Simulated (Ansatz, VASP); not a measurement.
## CdTe in VASP and in Ansatz

File POSCAR:

```
CdTe
1.0
    0.0000000000      3.2719845000      3.2719845000
    3.2719845000      0.0000000000      3.2719845000
    3.2719845000      3.2719845000      0.0000000000
Cd Te
1 1
Direct
    0.0000000000      0.0000000000      0.0000000000
    0.7500000000      0.7500000000      0.7500000000
```

Contents of INCAR.step1:

```
SYSTEM = CdTe
ALGO     = Normal         ! electronic algorithm
EDIFF    = 1E-4           ! SCF threshold, eV
ENCUT    = 520            ! plane-wave cutoff, eV
GGA      = PE             ! functional
ISMEAR   = 0              ! smearing method
LASPH    = .True.         ! aspherical terms in the spheres
LCHARG   = .False.        ! write CHGCAR
LREAL    = .False.        ! projectors in reciprocal space
LWAVE    = .True.         ! write WAVECAR
NBANDS   = 16             ! bands
NELM     = 80             ! most SCF steps
PREC     = Accurate       ! precision mode
SIGMA    = 0.02           ! smearing width, eV
```

File INCAR.step2:

```
SYSTEM = CdTe
ALGO     = Normal         ! electronic algorithm
EDIFF    = 1E-6           ! SCF threshold, eV
ENCUT    = 520            ! plane-wave cutoff, eV
ISIF     = 2              ! what is computed and relaxed
ISMEAR   = 0              ! smearing method
ISTART   = 1            
LASPH    = .True.         ! aspherical terms in the spheres
LCHARG   = .False.        ! write CHGCAR
LMIXTAU  = .True.       
LREAL    = .False.        ! projectors in reciprocal space
LWAVE    = .False.        ! write WAVECAR
METAGGA  = R2SCAN         ! meta-GGA
NBANDS   = 16             ! bands
NELM     = 80             ! most SCF steps
PREC     = Accurate       ! precision mode
SIGMA    = 0.02           ! smearing width, eV
```

The input KPOINTS:

```
k-points
0
Gamma
  8 8 8
  0 0 0
```

Input for Ansatz:

```yaml
crystal:
  lattice:
    - [0.0, 3.2719845, 3.2719845]
    - [3.2719845, 0.0, 3.2719845]
    - [3.2719845, 3.2719845, 0.0]
  atoms:
    - { symbol: Cd, position: [0.0, 0.0, 0.0] }
    - { symbol: Te, position: [0.75, 0.75, 0.75] }
basis:
  ecutwfc: 500
kpoints:
  mp_grid: { grid: [8, 8, 8] }
hamiltonian:
  xc: r2scan
scf:
  occupations: { method: gaussian, width: 0.02 }
output:
  forces: true
  stress: true
  eigenvalues: true
  write_density: true
  write_potential: true
  elf: true
  volumetric_format: npy
```

Alike in both runs: task single point; functional r2SCAN; k mesh 8 × 8 × 8; occupations gaussian, width 0.02 eV; no spin polarisation.

|  | VASP | Ansatz |
| --- | --- | --- |
| version | VASP 6.6.1 | Ansatz 0.2.0 |
| potentials or method | VASP PAW PBE potentials, release 64 (Cd, Te), cutoff 520 eV | scalar-relativistic, plane waves, PAW |
| valence electrons in the cell | 18 | 36 |

```csv
,VASP,Ansatz,Ansatz less VASP
gap on the k mesh at the Fermi level (eV),1.18,1.19,+0.007
least direct gap on the mesh (eV),1.18,1.19,+0.007
pressure (GPa),0.4,0.3,-0.12
```

VASP's potentials were made for PBE, not for r2SCAN. VASP's potentials hold 18 valence electrons a cell and Ansatz's 36, so a difference there can come from the potentials and not from the codes.

Spin-orbit coupling is off throughout.
